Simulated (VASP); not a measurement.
# Rb (I4/mmm) in VASP: further runs

The runs below take Rb through single point, with LDA.

All numbers are computed with VASP 6.6.1; they aren't measurements. Logs are shortened: lines on timing, memory, paths and dates and some standing lists are left out, and cuts for length are marked.

## Step 1: The cell of the first run

The structure is tetragonal, space group I4/mmm (No. 139). The conventional cell has a = 5.561 Å, b = 5.561 Å, c = 4.789 Å, α = 90.00°, β = 90.00°, γ = 90.00°.

## Step 2: Single point, LDA (74.04 Å³/atom)

Input file INCAR:

```
SYSTEM = Rb
ALGO = Fast ; EDIFF = 1E-6
ENCUT = 520 ; GGA = CA
ISIF = 2 ; ISMEAR = 0
LASPH = .True. ; LCHARG = .False.
LREAL = .False. ; LWAVE = .False.
NBANDS = 10 ; NELM = 60
PREC = Accurate ; SIGMA = 0.15
```

Input file KPOINTS:

```
k-points
0
Gamma
  14 14 14
  0 0 0
```

Input file POSCAR:

```
Rb
1.0
   -2.7803710279      2.7803710279      2.3944555292
    2.7803710279     -2.7803710279      2.3944555292
    2.7803710279      2.7803710279     -2.3944555292
Rb
1
Direct
    0.0000000000      0.0000000000      0.0000000000
```

Potentials or basis: VASP PAW LDA potentials, release 64 (Rb_sv).

Run with:

```console
$ cat potpaw_LDA.64/Rb_sv/POTCAR > POTCAR
$ mpirun -np 1 vasp_std > vasp.out
```

OUTCAR:

```text
SYSTEM = Rb
   EDIFF = 1E-6
   ENCUT = 520
   GGA = CA
   ISIF = 2
   ISMEAR = 0
   LASPH = .True.
   LREAL = .False.
   NELM = 60
   PREC = Accurate

 ion  position               nearest neighbor table
   1  0.000  0.000  0.000-

  LATTYP: Found a body centered tetragonal cell.
 ALAT       =     5.5607420558
 C/A-ratio  =     0.8612000000

  Lattice vectors:

 A1 = (  -2.7803710279,   2.7803710279,   2.3944555292)
 A2 = (   2.7803710279,  -2.7803710279,   2.3944555292)
 A3 = (   2.7803710279,   2.7803710279,  -2.3944555292)

Analysis of symmetry for initial positions (statically):
=====================================================================
 Subroutine PRICEL returns:
 Original cell was already a primitive cell.

 Routine SETGRP: Setting up the symmetry group for a
 body centered tetragonal supercell.

 Subroutine GETGRP returns: Found 16 space group operations
 (whereof 16 operations were pure point group operations)
 out of a pool of 16 trial point group operations.

The static configuration has the point symmetry D_4h.

Analysis of symmetry for dynamics (positions and initial velocities):
=====================================================================
 Subroutine PRICEL returns:
 Original cell was already a primitive cell.

 Routine SETGRP: Setting up the symmetry group for a
 body centered tetragonal supercell.

 Subroutine GETGRP returns: Found 16 space group operations
 (whereof 16 operations were pure point group operations)
 out of a pool of 16 trial point group operations.

The dynamic configuration has the point symmetry D_4h.

 Subroutine INISYM returns: Found 16 space group operations
 (whereof 16 operations are pure point group operations),
 and found     1 'primitive' translations

----------------------------------------------------------------------------------------

                                     Primitive cell

  volume of cell :      74.0410

  direct lattice vectors                    reciprocal lattice vectors
    -2.780371028  2.780371028  2.394455529     0.000000000  0.179832114  0.208815739
     2.780371028 -2.780371028  2.394455529     0.179832114  0.000000000  0.208815739
     2.780371028  2.780371028 -2.394455529     0.179832114  0.179832114  0.000000000

  length of vectors
[... 78 lines left out ...]
   ENCUT  =  520.0 eV  38.22 Ry    6.18 a.u.   8.56  8.56  8.56*2*pi/ulx,y,z
   NELM   =     60;   NELMIN=  2; NELMDL= -5     # of ELM steps
   EDIFF  = 0.1E-05   stopping-criterion for ELM
   LREAL  =      F    real-space projection
   EDIFFG = 0.1E-04   stopping-criterion for IOM
   NSW    =      0    number of steps for IOM
   IBRION =     -1    ionic relax: 0-MD 1-quasi-New 2-CG
   NFREE  =      0    steps in history (QN), initial steepest desc. (CG)
   ISIF   =      2    stress and relaxation
   ISYM   =      2    0-nonsym 1-usesym 2-fastsym
   POTIM  = 0.5000    time-step for ionic-motion
   TEBEG  =    0.0;   TEEND  =   0.0 temperature during run
   PSTRESS=    0.0 pullay stress
   NELECT =       9.0000    total number of electrons
   NUPDOWN=      -1.0000    fix difference up-down
   EMIN   =  10.00;   EMAX   =-10.00  energy-range for DOS
   EFERMI =   0.00;   METHOD = LEGACY
   ISMEAR =     0;   SIGMA  =   0.15  broadening in eV -4-tet -1-fermi 0-gaus
   EFERMI_NEDOS =   21; number of points for ismear=-14 and -15
   IALGO  =     68    algorithm
   IMIX   =      4    mixing-type and parameters
     AMIX     =   0.40;   BMIX     =  1.00
     AMIX_MAG =   1.60;   BMIX_MAG =  1.00
  volume/ion in A,a.u.               =      74.04       499.65
  Fermi-wavevector in a.u.,A,eV,Ry     =   0.810958  1.532488  8.947906  0.657653
  Thomas-Fermi vector in A             =   1.920229
   LORBIT       =      0    0 simple, 1 ext, 2 COOP (PROOUT), +10 PAW based schemes
   GGA     = CA    functional components
   LHFCALC =     F    Hartree Fock is set to
   AEXX    =    0.0000 exact exchange contribution
   IVDW    =     0    specifies the selected vdW correction
   LEPSILON=     F    determine dielectric tensor
   LRPA    =     F    only Hartree local field effects (RPA)
 non-spin polarized calculation
 RMM-DIIS sequential band-by-band and
 Gauss-broadening in eV      SIGMA  =   0.15
  energy-cutoff  :      520.00
  volume of cell :       74.04
 maximum number of plane-waves:      2025
 NGX is ok and might be reduce to    36
   NGX = 17   NGY = 17   NGZ = 17

 number of electron       9.0000000 magnetization

 Free energy of the ion-electron system (eV)
  ---------------------------------------------------
  ext. energy  EPLUGINS =         0.00000000
  ---------------------------------------------------
  free energy    TOTEN  =        -1.05907180 eV

  energy without entropy =       -1.04908908  energy(sigma->0) =       -1.05408044

 E-fermi :   0.2835     XC(G=0):  -6.2289

 val. band max:        0.2792233651   @ k =  -0.1429  -0.3571   0.0714
 cond. band min:       0.2862624372   @ k =  -0.3571   0.3571   0.2857
 fundamental gap:      0.0070390721
 Fermi energy:         0.2835457234

 k-point     1 :       0.0000    0.0000    0.0000
  band No.  band energies     occupation
      1     -28.4215      2.00000
      2     -12.4919      2.00000
      3     -12.4919      2.00000
      4     -12.4850      2.00000
      5      -1.9861      2.00000
      6       3.4947      0.00000
      7       4.4384      0.00000
      8       4.4384      0.00000
      9       4.5345      0.00000
     10       5.7821      0.00000
[... 287 lines left out ...]
 k-point    24 :       0.2857    0.1429   -0.0000
  band No.  band energies     occupation
      1     -28.4101      2.00000
      2     -12.6590      2.00000
      3     -12.5485      2.00000
      4     -12.5186      2.00000
      5      -0.0319      1.99706
      6       2.1116      0.00000
      7       2.5935      0.00000
      8       4.7212      0.00000
      9       5.2919      0.00000
     10       6.2370      0.00000

 [... further k-points ...]
[... 5 lines left out ...]
  --------------------------------------------------------------------------------------
  -------------------------------------------------------------------------------------
  Total        0.0598948      0.0598948      0.1627321      0.0000000      0.0000000     -0.0000000
  in kB        1.2960666      1.2960666      3.5213688      0.0000000      0.0000000     -0.0000000
  external PRESSURE =       2.0378340 kB  Pullay stress =       0.0000000 kB

 VOLUME and BASIS-vectors are now :
 -----------------------------------------------------------------------------
  energy-cutoff  :      520.00
  volume of cell :       74.04
      direct lattice vectors                 reciprocal lattice vectors
    -2.780371028  2.780371028  2.394455529     0.000000000  0.179832114  0.208815739
     2.780371028 -2.780371028  2.394455529     0.179832114  0.000000000  0.208815739
     2.780371028  2.780371028 -2.394455529     0.179832114  0.179832114  0.000000000

 POSITION                                       TOTAL-FORCE (eV/Angst)
 -----------------------------------------------------------------------------------
      0.00000      0.00000      0.00000         0.000000      0.000000     -0.000000
 -----------------------------------------------------------------------------------
    total drift:                               -0.000000      0.000000      0.000000

  FREE ENERGIE OF THE ION-ELECTRON SYSTEM (eV)
  ---------------------------------------------------
  free  energy   TOTEN  =        -1.0590718046 eV

  energy  without entropy=       -1.0490890812  energy(sigma->0) =       -1.05408044
```

OSZICAR:

```text
N       E                     dE             d eps       ncg     rms          rms(c)
DAV:   1     0.385982098590E+02    0.38598E+02   -0.35076E+03  4880   0.680E+02
DAV:   2     0.118597830716E+01   -0.37412E+02   -0.36610E+02  5486   0.127E+02
DAV:   3    -0.968528846525E+00   -0.21545E+01   -0.21479E+01  6506   0.298E+01
DAV:   4    -0.105956596761E+01   -0.91037E-01   -0.90780E-01  6744   0.508E+00
DAV:   5    -0.106131659525E+01   -0.17506E-02   -0.17505E-02  6644   0.632E-01    0.158E+00
RMM:   6    -0.105952971584E+01    0.17869E-02   -0.19382E-03  6121   0.254E-01    0.974E-01
RMM:   7    -0.105906223687E+01    0.46748E-03   -0.39577E-03  6432   0.343E-01    0.574E-02
RMM:   8    -0.105906262295E+01   -0.38608E-06   -0.38439E-04  7317   0.117E-01    0.108E-02
RMM:   9    -0.105907000359E+01   -0.73806E-05   -0.79692E-05  8179   0.441E-02    0.915E-03
RMM:  10    -0.105907145631E+01   -0.14527E-05   -0.17782E-05  8082   0.210E-02    0.439E-03
RMM:  11    -0.105907180461E+01   -0.34830E-06   -0.43080E-06  6855   0.977E-03
   1 F= -.10590718E+01 E0= -.10540804E+01  d E =-.998272E-02
```

It took 72 s on 1 thread of Intel Xeon Platinum 8488C (Sapphire Rapids), shared host; peak memory 0.29 GiB.

What came out:

```
Free energy            : -1.0591 eV
Pressure               : 0.2 GPa
Band gap on the k mesh : zero (an odd number of electrons rules out a gap without spin polarisation)
```

## Step 3: Single point, LDA (74.04 Å³/atom)

Input file INCAR:

```
PREC = Accurate
ENCUT = 520
EDIFF = 1E-6
ISMEAR = 0
SIGMA = 0.15
LREAL = F
LASPH = T
NELM = 100
ALGO = Fast
ISIF = 2
LWAVE = F
LCHARG = T
GGA = CA
LELF = T
LVHAR = T
NBANDS = 10
```

Input file KPOINTS:

```
regular mesh
0
Gamma
  14 14 14
```

Input file POSCAR:

```
Rb
1.0
   -2.3944063018      2.3944063018      3.2286174573
    2.3944063018     -2.3944063018      3.2286174573
    2.3944063018      2.3944063018     -3.2286174573
Rb
1
Direct
    0.0000000000      0.0000000000      0.0000000000
```

Potentials or basis: VASP PAW LDA potentials, release 64 (Rb_sv).

Run with:

```console
$ cat potpaw_LDA.64/Rb_sv/POTCAR > POTCAR
$ mpirun -np 1 vasp_std > vasp.out
```

It took 74 s on 1 thread of Intel Xeon Platinum 8488C (Sapphire Rapids), shared host; peak memory 0.29 GiB.

Results (log left out):

```yaml
Free_energy: -1.0640 eV
Pressure: 0.2 GPa
Band_gap_on_the_k_mesh: zero (an odd number of electrons rules out a gap without spin polarisation)
```

Levels at points of the mesh, in eV from the Fermi level:
```csv
k point,band 2,band 3,band 4,band 5,band 6,band 7,band 8,band 9
"(0.00, 0.00, 0.00)",-12.77,-12.77,-12.76,-2.27,3.62,3.62,3.82,5.01
"(0.50, 0.00, 0.00)",-12.96,-12.80,-12.78,0.04,0.89,3.31,3.61,6.15
"(0.50, 0.50, 0.00)",-12.95,-12.84,-12.82,0.46,1.64,1.75,5.24,5.38
"(0.50, 0.50, 0.50)",-12.95,-12.85,-12.85,0.59,1.61,1.99,5.00,5.00
```

(Part 1 of 2 ends here.)
